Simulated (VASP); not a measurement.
# SnO2 (Cm) in VASP: a series of runs, part 2 of 2

VASP 6.6.1.

## (3) Single point, PBE (atom 3 (O) moved by -0.293 Å along [0 1 0] and +0.000 Å along [0 0 1])

The input, INCAR:

```
  PREC = Accurate
  ENCUT = 520
  EDIFF = 1E-6
  ISMEAR = 0
  SIGMA = 0.05
  LREAL = F
  LASPH = T
  NELM = 60
  ALGO = Normal
  ISIF = 2
  LWAVE = F
  LCHARG = F
  GGA = PE
  NBANDS = 35
```

The input, KPOINTS:

```
Automatic mesh
0
Gamma
  10 10 10
```

The input, POSCAR:

```
SnO2
1.0
   -2.0262505044      2.0262505044      5.1806864801
    2.0262505044     -2.0262505044      5.1806864801
    2.0262505044      2.0262505044     -5.1806864801
Sn O
2 4
Direct
    0.7500000000      0.2500000000      0.5000000000
    0.0000000000      0.0000000000      0.0000000000
    0.7252229847      0.7975980438     -0.0723750591
    0.9524019562      0.4524019562      0.5000000000
    0.2024019562      0.2024019562      0.0000000000
    0.5475980438      0.0475980438      0.5000000000
```

Potentials or basis: VASP PAW PBE potentials, release 64 (Sn_d, O).

On the command line:

```bash
> cat potpaw_PBE.64/Sn_d/POTCAR potpaw_PBE.64/O/POTCAR > POTCAR
> mpirun -np 1 vasp_std > vasp.out
```

Run time: 22 min. Hardware: 1 thread of Intel Xeon Platinum 8488C (Sapphire Rapids), shared host; peak memory 0.78 GiB.

The run converged. Its results:

| Property | Result |
| --- | --- |
| Free energy | -36.8556 eV |
| Pressure | 0.1 GPa |
| Largest force | 0.818 eV/Å |
| Band gap on the k mesh | 1.23 eV (least direct gap 1.62 eV) |

Forces in eV/Å, atoms in the order of the input:
```
Sn   0.000 -0.182  0.074
Sn   0.000 -0.188 -0.104
O    0.000  0.815  0.078
O    0.000  0.227 -0.014
O    0.000 -0.562 -0.039
O    0.000 -0.109  0.006
```

Stress tensor (GPa, compression positive):
```
-0.30  0.00  0.00
 0.00  0.21  0.60
 0.00  0.60  0.35
```

Levels at points of the mesh, in eV from the valence-band top:
| k point | band 24 | band 25 | band 26 | band 27 | band 28 | band 29 |
| --- | --- | --- | --- | --- | --- | --- |
| (0.00, 0.00, 0.00) | -0.67 | -0.40 | -0.39 | 1.23 | 5.09 | 9.11 |
| (0.50, 0.00, 0.00) | -0.75 | -0.64 | -0.40 | 4.47 | 5.61 | 7.67 |
| (0.00, 0.50, 0.00) | -0.82 | -0.51 | -0.32 | 4.40 | 5.69 | 7.50 |
| (0.00, 0.50, 0.50) | -0.71 | -0.57 | -0.48 | 4.45 | 5.74 | 7.52 |
| (0.50, 0.50, 0.00) | -0.76 | -0.15 | -0.03 | 6.26 | 6.69 | 7.41 |
| (0.50, 0.50, 0.50) | -1.02 | -0.36 | -0.30 | 3.77 | 3.88 | 7.43 |

Caveat: the cell differs from its parent crystal (atom 3 (O) moved by -0.293 Å along [0 1 0] and +0.000 Å along [0 0 1]); spin-orbit coupling is left out, which moves the levels of the heavy elements.

## (4) Single point, PBE (atom 3 (O) moved by -0.880 Å along [0 1 0] and +0.000 Å along [0 0 1])

The input, INCAR:

```
SYSTEM = SnO2
PREC = Accurate
ENCUT = 520
EDIFF = 1E-6
ISMEAR = 0
SIGMA = 0.05
LREAL = .False.
LASPH = .True.
NELM = 60
ALGO = Normal
ISIF = 2
LWAVE = .False.
LCHARG = .True.
GGA = PE
LELF = .True.
LVHAR = .True.
NBANDS = 35
```

The input, KPOINTS:

```
regular mesh
0
Gamma
  10 10 10
  0 0 0
```

POSCAR, as its differences from that of step 3:

```diff
@@ -10,3 +10,3 @@
     0.0000000000      0.0000000000      0.0000000000
-    0.7252229847      0.7975980438     -0.0723750591
+    0.5804481904      0.7975980438     -0.2171498534
     0.9524019562      0.4524019562      0.5000000000
```

On the command line:

```bash
> cat potpaw_PBE.64/Sn_d/POTCAR potpaw_PBE.64/O/POTCAR > POTCAR
> mpirun -np 1 vasp_std > vasp.out
```

Run time: 61 min. Hardware: 1 thread of Oxide Virtual Turin-like, shared host; peak memory 0.75 GiB.

Results (log left out):

| Quantity | Value |
| --- | --- |
| Free energy | -35.6459 eV |
| Pressure | -1.8 GPa |
| Largest force | 3.597 eV/Å |
| Band gap on the k mesh | 0.73 eV (least direct gap 0.95 eV) |

Forces on the atoms (eV/Å):
```
Sn   0.000 -1.225  0.379
Sn   0.000 -0.785 -0.485
O    0.000  3.536  0.658
O    0.000  0.535 -0.286
O    0.000 -1.702 -0.574
O    0.000 -0.359  0.308
```

Stress tensor (GPa, compression positive):
```
-1.78  0.00  0.00
 0.00 -3.49  1.22
 0.00  1.22 -0.13
```

Levels at points of the mesh, in eV from the valence-band top:
| k point | band 23 | band 24 | band 25 | band 26 | band 27 | band 28 | band 29 | band 30 |
| --- | --- | --- | --- | --- | --- | --- | --- | --- |
| (0.00, 0.00, 0.00) | -1.10 | -1.08 | -0.63 | -0.23 | 0.73 | 3.95 | 7.67 | 8.25 |
| (0.50, 0.00, 0.00) | -1.22 | -0.88 | -0.82 | -0.71 | 3.62 | 4.29 | 7.14 | 7.47 |
| (0.00, 0.50, 0.00) | -1.42 | -1.08 | -0.61 | -0.15 | 3.26 | 4.74 | 5.49 | 7.39 |
| (0.00, 0.50, 0.50) | -1.33 | -1.11 | -0.66 | -0.61 | 3.54 | 4.68 | 6.68 | 7.29 |
| (0.50, 0.50, 0.00) | -1.07 | -0.63 | -0.54 | 0.00 | 4.43 | 5.49 | 6.11 | 7.20 |
| (0.50, 0.50, 0.50) | -1.31 | -1.21 | -1.05 | -0.30 | 2.66 | 3.17 | 6.66 | 7.17 |

Caveat: the cell differs from its parent crystal (atom 3 (O) moved by -0.880 Å along [0 1 0] and +0.000 Å along [0 0 1]); semilocal functionals underestimate gaps, and a narrow one can read as zero; spin-orbit coupling is left out, which moves the levels of the heavy elements; forces of over 1 eV/Å act on the atoms, so gaps and moduli don't describe the material at rest. A k mesh can miss the band edges.

## (5) Single point, PBE (atom 3 (O) moved by -0.880 Å along [0 1 0] and +0.293 Å along [0 0 1])

The input, INCAR:

```
SYSTEM = SnO2
  PREC = Accurate
  ENCUT = 520
  EDIFF = 1E-6
  ISMEAR = 0
  SIGMA = 0.05
  LREAL = .False.
  LASPH = .True.
  NELM = 100
  ALGO = Normal
  ISIF = 2
  LWAVE = .False.
  LCHARG = .False.
  GGA = PE
  NBANDS = 35
```

KPOINTS is that of step 4.

POSCAR, as its differences from that of step 4:

```diff
@@ -10,3 +10,3 @@
     0.0000000000      0.0000000000      0.0000000000
-    0.5804481904      0.7975980438     -0.2171498534
+    0.6087552498      0.8259051032     -0.2171498534
     0.9524019562      0.4524019562      0.5000000000
```

On the command line:

```bash
> cat potpaw_PBE.64/Sn_d/POTCAR potpaw_PBE.64/O/POTCAR > POTCAR
> mpirun -np 1 vasp_std > vasp.out
```

Wall time 44 min (1 thread of Oxide Virtual Turin-like, shared host); peak memory 0.75 GiB.

Results (log left out):

| Item | Value |
| --- | --- |
| Free energy | -35.4335 eV |
| Pressure | 1.5 GPa |
| Largest force | 3.652 eV/Å |
| Band gap on the k mesh | 0.83 eV (least direct gap 1.10 eV) |

Forces on the atoms (eV/Å):
```
Sn   0.000 -1.457  1.102
Sn   0.000 -0.014  0.619
O    0.000  2.552 -2.613
O    0.000  0.871  0.072
O    0.000 -1.323 -0.364
O    0.000 -0.628  1.184
```

Stress tensor (GPa, compression positive):
```
 0.07  0.00  0.00
 0.00 -1.31  4.55
 0.00  4.55  5.64
```

Levels at points of the mesh, in eV from the valence-band top:
| k point | band 23 | band 24 | band 25 | band 26 | band 27 | band 28 | band 29 | band 30 |
| --- | --- | --- | --- | --- | --- | --- | --- | --- |
| (0.00, 0.00, 0.00) | -0.88 | -0.87 | -0.45 | -0.27 | 0.83 | 4.40 | 7.75 | 7.81 |
| (0.50, 0.00, 0.00) | -1.11 | -0.87 | -0.66 | -0.52 | 3.79 | 5.04 | 6.94 | 7.35 |
| (0.00, 0.50, 0.00) | -1.16 | -0.98 | -0.26 | -0.05 | 2.98 | 5.14 | 5.32 | 7.81 |
| (0.00, 0.50, 0.50) | -1.21 | -0.95 | -0.51 | -0.50 | 3.96 | 5.26 | 6.61 | 6.82 |
| (0.50, 0.50, 0.00) | -0.83 | -0.60 | -0.28 | -0.02 | 4.35 | 5.30 | 6.37 | 7.62 |
| (0.50, 0.50, 0.50) | -1.19 | -1.09 | -0.90 | -0.36 | 3.16 | 3.72 | 6.87 | 6.96 |

Caveat: the cell differs from its parent crystal (atom 3 (O) moved by -0.880 Å along [0 1 0] and +0.293 Å along [0 0 1]); the stress differs along the axes, from -1 to 6 GPa; spin-orbit coupling is left out, which moves the levels of the heavy elements; forces of over 1 eV/Å act on the atoms, so gaps and moduli don't describe the material at rest. A k mesh can miss the band edges.

## (6) Overview

```tsv
cell	gap on the mesh (eV)	pressure (GPa)	largest force (eV/Å)
as given, atomic positions A	0.12	-0.8	2.66
as given, atomic positions B	1.23	0.1	0.82
as given, atomic positions C	0.73	-1.8	3.60
as given, atomic positions D	0.83	1.5	3.65
```

Alike in all rows: task single point; level PBE; potentials or basis VASP PAW PBE potentials, release 64 (Sn_d, O); no spin polarisation; k mesh 10 × 10 × 10; cutoff (eV) 520; smearing gaussian 0.05 eV.

Caveats: spin-orbit coupling is left out, which moves the levels of the heavy elements; forces of over 1 eV/Å act on the atoms, so gaps and moduli don't describe the material at rest (at least some runs); semilocal functionals underestimate gaps, and a narrow one can read as zero (at least some runs); the stress differs along the axes, from -1 to 6 GPa (at least some runs).

Total energies depend on the potentials used, so only differences within one code and one set of settings carry meaning.
